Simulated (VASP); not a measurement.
# CsSnBr3 (Pm-3m) in VASP: single point with PBE

Aim: the single point of CsSnBr3 with PBE.

Everything below comes from runs of VASP 6.6.1. Logs are shortened: lines on timing, memory, paths and dates and some standing lists are left out, and cuts for length are marked.

## Step 1: The cell of the first run

It takes space group Pm-3m (No. 221, cubic). Conventional cell: a = 5.839 Å, b = 5.839 Å, c = 5.839 Å, α = 90.00°, β = 90.00°, γ = 90.00°. Within 5.4 Å of Cs (site symmetry m-3m) lie 12 Br at 4.13 Å and 8 Sn at 5.06 Å. Within 3.8 Å of Sn (site symmetry m-3m) lie 6 Br at 2.92 Å. Within 3.8 Å of Br (site symmetry 4/mmm) lie 2 Sn at 2.92 Å.

## Step 2: Single point, PBE

INCAR

```
SYSTEM = CsSnBr3
PREC = Accurate
ENCUT = 500
EDIFF = 1E-6
ISMEAR = 0
SIGMA = 0.01
LREAL = .False.
LASPH = .True.
NELM = 120
ALGO = Normal
ISIF = 2
LWAVE = .False.
LCHARG = .False.
GGA = PE
NBANDS = 30
GGA_COMPAT = .False.
```

KPOINTS

```
regular mesh
0
Gamma
  4 4 4
  0 0 0
```

POSCAR

```
CsSnBr3
1.0
    5.8390060000      0.0000000000      0.0000000000
    0.0000000000      5.8390060000      0.0000000000
    0.0000000000      0.0000000000      5.8390060000
Cs Sn Br
1 1 3
Direct
    0.0000000000      0.0000000000      0.0000000000
    0.5000000000      0.5000000000      0.5000000000
    0.5000000000      0.0000000000      0.5000000000
    0.5000000000      0.5000000000      0.0000000000
    0.0000000000      0.5000000000      0.5000000000
```

Potentials or basis: VASP PAW PBE potentials, release 64 (Cs_sv, Sn_d, Br).

Launch:

```
cat potpaw_PBE.64/Cs_sv/POTCAR potpaw_PBE.64/Sn_d/POTCAR potpaw_PBE.64/Br/POTCAR > POTCAR
mpirun -np 1 vasp_std > vasp.out
```

OUTCAR:

```text
SYSTEM = CsSnBr3
   PREC = Accurate
   ENCUT = 500
   EDIFF = 1E-6
   ISMEAR = 0
   LREAL = .False.
   LASPH = .True.
   NELM = 120
   ISIF = 2
   GGA = PE

 ion  position               nearest neighbor table
   1  0.000  0.000  0.000-
   2  0.500  0.500  0.500-   3 2.92   4 2.92   5 2.92   4 2.92   3 2.92   5 2.92
   3  0.500  0.000  0.500-   2 2.92   2 2.92
   4  0.500  0.500  0.000-   2 2.92   2 2.92
   5  0.000  0.500  0.500-   2 2.92   2 2.92

  LATTYP: Found a simple cubic cell.
 ALAT       =     5.8390060000

  Lattice vectors:

 A1 = (   5.8390060000,   0.0000000000,   0.0000000000)
 A2 = (   0.0000000000,   5.8390060000,   0.0000000000)
 A3 = (   0.0000000000,   0.0000000000,   5.8390060000)

Analysis of symmetry for initial positions (statically):
=====================================================================
 Subroutine PRICEL returns:
 Original cell was already a primitive cell.

 Routine SETGRP: Setting up the symmetry group for a
 simple cubic supercell.

 Subroutine GETGRP returns: Found 48 space group operations
 (whereof 48 operations were pure point group operations)
 out of a pool of 48 trial point group operations.

The static configuration has the point symmetry O_h .

Analysis of symmetry for dynamics (positions and initial velocities):
=====================================================================
 Subroutine PRICEL returns:
 Original cell was already a primitive cell.

 Routine SETGRP: Setting up the symmetry group for a
 simple cubic supercell.

 Subroutine GETGRP returns: Found 48 space group operations
 (whereof 48 operations were pure point group operations)
 out of a pool of 48 trial point group operations.

The dynamic configuration has the point symmetry O_h .

 Subroutine INISYM returns: Found 48 space group operations
 (whereof 48 operations are pure point group operations),
 and found     1 'primitive' translations

----------------------------------------------------------------------------------------

                                     Primitive cell

  volume of cell :     199.0750

  direct lattice vectors                    reciprocal lattice vectors
     5.839006000  0.000000000  0.000000000     0.171262026  0.000000000  0.000000000
     0.000000000  5.839006000  0.000000000     0.000000000  0.171262026  0.000000000
[... 76 lines left out ...]
   EDIFF  = 0.1E-05   stopping-criterion for ELM
   LREAL  =      F    real-space projection
   EDIFFG = 0.1E-04   stopping-criterion for IOM
   NSW    =      0    number of steps for IOM
   IBRION =     -1    ionic relax: 0-MD 1-quasi-New 2-CG
   NFREE  =      0    steps in history (QN), initial steepest desc. (CG)
   ISIF   =      2    stress and relaxation
   ISYM   =      2    0-nonsym 1-usesym 2-fastsym
   POTIM  = 0.5000    time-step for ionic-motion
   TEBEG  =    0.0;   TEEND  =   0.0 temperature during run
   PSTRESS=    0.0 pullay stress
   NELECT =      44.0000    total number of electrons
   NUPDOWN=      -1.0000    fix difference up-down
   EMIN   =  10.00;   EMAX   =-10.00  energy-range for DOS
   EFERMI =   0.00;   METHOD = LEGACY
   ISMEAR =     0;   SIGMA  =   0.01  broadening in eV -4-tet -1-fermi 0-gaus
   EFERMI_NEDOS =   21; number of points for ismear=-14 and -15
   IALGO  =     38    algorithm
   IMIX   =      4    mixing-type and parameters
     AMIX     =   0.40;   BMIX     =  1.00
     AMIX_MAG =   1.60;   BMIX_MAG =  1.00
  volume/ion in A,a.u.               =      39.82       268.68
  Fermi-wavevector in a.u.,A,eV,Ry     =   0.989814  1.870477 13.330052  0.979731
  Thomas-Fermi vector in A             =   2.121439
   LORBIT       =      0    0 simple, 1 ext, 2 COOP (PROOUT), +10 PAW based schemes
   GGA     = PE    functional components
   LHFCALC =     F    Hartree Fock is set to
   AEXX    =    0.0000 exact exchange contribution
   IVDW    =     0    specifies the selected vdW correction
   LEPSILON=     F    determine dielectric tensor
   LRPA    =     F    only Hartree local field effects (RPA)
 non-spin polarized calculation
 Gauss-broadening in eV      SIGMA  =   0.01
  energy-cutoff  :      500.00
  volume of cell :      199.08
 maximum number of plane-waves:      5078
 NGX is ok and might be reduce to    48
   NGX = 21   NGY = 21   NGZ = 21

 number of electron      44.0000008 magnetization

 Free energy of the ion-electron system (eV)
  ---------------------------------------------------
  ext. energy  EPLUGINS =         0.00000000
  ---------------------------------------------------
  free energy    TOTEN  =       -15.77554074 eV

  energy without entropy =      -15.77554074  energy(sigma->0) =      -15.77554074

 E-fermi :   2.2412     XC(G=0):  -7.6583

 val. band max:        2.1713770561   @ k =   0.5000   0.5000   0.5000
 cond. band min:       2.6677944298   @ k =   0.5000   0.5000   0.5000
 fundamental gap:      0.4964173737
 Fermi energy:         2.2412291242

 k-point     1 :       0.0000    0.0000    0.0000
  band No.  band energies     occupation
      1     -20.0958      2.00000
      2     -20.0449      2.00000
      3     -20.0449      2.00000
      4     -20.0185      2.00000
      5     -20.0185      2.00000
      6     -20.0185      2.00000
[... 319 lines left out ...]
     29       6.5112      0.00000
     30       7.7703      0.00000

------------------------ aborting loop because EDIFF is reached ----------------------------------------

  FORCE on cell =-STRESS in cart. coord.  units (eV):
  Direction    XX          YY          ZZ          XY          YZ          ZX
  --------------------------------------------------------------------------------------
  -------------------------------------------------------------------------------------
  Total        0.9427631      0.9427631      0.9427631      0.0000000      0.0000000     -0.0000000
  in kB        7.5874596      7.5874596      7.5874596      0.0000000      0.0000000     -0.0000000
  external PRESSURE =       7.5874596 kB  Pullay stress =       0.0000000 kB

 VOLUME and BASIS-vectors are now :
 -----------------------------------------------------------------------------
  energy-cutoff  :      500.00
  volume of cell :      199.08
      direct lattice vectors                 reciprocal lattice vectors
     5.839006000  0.000000000  0.000000000     0.171262026  0.000000000  0.000000000
     0.000000000  5.839006000  0.000000000     0.000000000  0.171262026  0.000000000
     0.000000000  0.000000000  5.839006000     0.000000000  0.000000000  0.171262026

 POSITION                                       TOTAL-FORCE (eV/Angst)
 -----------------------------------------------------------------------------------
      0.00000      0.00000      0.00000         0.000000      0.000000      0.000000
      2.91950      2.91950      2.91950         0.000000      0.000000      0.000000
      2.91950      0.00000      2.91950         0.000000      0.000000      0.000000
      2.91950      2.91950      0.00000         0.000000      0.000000      0.000000
      0.00000      2.91950      2.91950         0.000000      0.000000      0.000000
 -----------------------------------------------------------------------------------
    total drift:                                0.000000     -0.000000     -0.000000

  FREE ENERGIE OF THE ION-ELECTRON SYSTEM (eV)
  ---------------------------------------------------
  free  energy   TOTEN  =       -15.7755407383 eV

  energy  without entropy=      -15.7755407383  energy(sigma->0) =      -15.77554074
```

stdout:

```text
POSCAR found type information on POSCAR CsSnBr
 POSCAR found :  3 types and       5 ions
 scaLAPACK will be used
 LDA part: xc-table for (Slater+PW92), standard interpolation
 POSCAR, INCAR and KPOINTS ok, starting setup
 FFT: planning ... GRIDC
 FFT: planning ... GRID_SOFT
 FFT: planning ... GRID
 WAVECAR not read
 entering main loop
```

Run time: 1.7 min. Hardware: 1 thread of Intel Xeon 8259CL, shared host; peak memory 0.34 GiB.

What came out:

```yaml
Free_energy: -15.7755 eV
Pressure: 0.8 GPa
Band_gap_on_the_k_mesh: 0.50 eV
```

Caveat: spin-orbit coupling is left out, which moves the levels of the heavy elements. A k mesh can miss the band edges.
